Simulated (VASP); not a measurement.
BeZn3Te4:

```
Be Zn Te
1.0
     6.04446   -0.01079    0.01580
    -0.01079    5.85619   -0.02703
     0.01580   -0.02703    5.95549
Be Zn Te
1 3 4
Direct
  0.50049 0.51242 0.50290
  0.99376 0.98962 0.50822
  0.99760 0.50710 0.00020
  0.49340 0.00112 0.99295
  0.27315 0.23979 0.26036
  0.27124 0.74013 0.74469
  0.73699 0.27722 0.73015
  0.73337 0.73259 0.26053
```

* Program: VASP 6.6.1
* Task: relaxation of cell and atoms
* Functional: PBE
* Potentials or basis: VASP PAW PBE potentials, release 64 (Be, Zn, Te)
* Cutoff: 600 eV
* k mesh: 2 × 2 × 2
* Occupations: gaussian, width 0.1 eV
* Spin: no spin polarisation

At the start: pressure 3.4 GPa; volume 26.35 Å³/atom.

Question: Where does the relaxation end?

Answer: Over 17 steps the energy falls by 44.4 meV/atom and the volume is 27.91 Å³/atom (+5.9 %); space group P1 (No. 1, to 0.1 Å) before, P-43m (No. 215, to 0.1 Å).

Step by step:
| step | energy change (eV) | largest force (eV/Å) | pressure (GPa) | volume (Å³) |
| --- | --- | --- | --- | --- |
| 1 | 0.0000 | 1.4156 | 3.39 | 210.80 |
| 2 | -0.2774 | 0.4295 | -0.94 | 228.22 |
| 3 | -0.2788 | 0.4782 | -0.67 | 226.82 |
| 4 | -0.3252 | 0.2773 | -0.27 | 224.66 |
| 5 | -0.3448 | 0.1033 | 0.24 | 222.19 |
| 6 | -0.3488 | 0.0748 | -0.03 | 223.53 |
| 7 | -0.3490 | 0.0743 | -0.09 | 223.89 |
| 8 | -0.3504 | 0.0595 | -0.04 | 223.58 |
| 9 | -0.3513 | 0.0536 | 0.04 | 223.25 |
| 10 | -0.3507 | 0.0858 | 0.16 | 222.57 |
| 11 | -0.3514 | 0.0623 | 0.07 | 223.05 |
| 12 | -0.3526 | 0.0556 | -0.04 | 223.46 |
| 13 | -0.3531 | 0.0493 | -0.13 | 223.89 |
| 14 | -0.3539 | 0.0390 | -0.04 | 223.59 |
| 15 | -0.3545 | 0.0300 | 0.08 | 223.07 |
| 16 | -0.3546 | 0.0287 | 0.07 | 223.01 |
| 17 | -0.3548 | 0.0182 | 0.02 | 223.26 |

Final structure:
```
Be Zn Te
1.0
     6.06506   -0.00066   -0.00023
    -0.00065    6.06992   -0.00174
     0.00031   -0.00095    6.06451
Be Zn Te
1 3 4
Cartesian
  3.0345 3.0351 3.0336
  6.0609 6.0622 3.0296
  0.0037 3.0372 0.0041
  3.0317 0.0029 6.0585
  1.5896 1.5861 1.5929
  1.5885 4.4777 4.4734
  4.4795 1.5935 4.4733
  4.4706 4.4786 1.5848
```

Caveat: the k points lie up to 0.52 Å⁻¹ apart in the final cell.
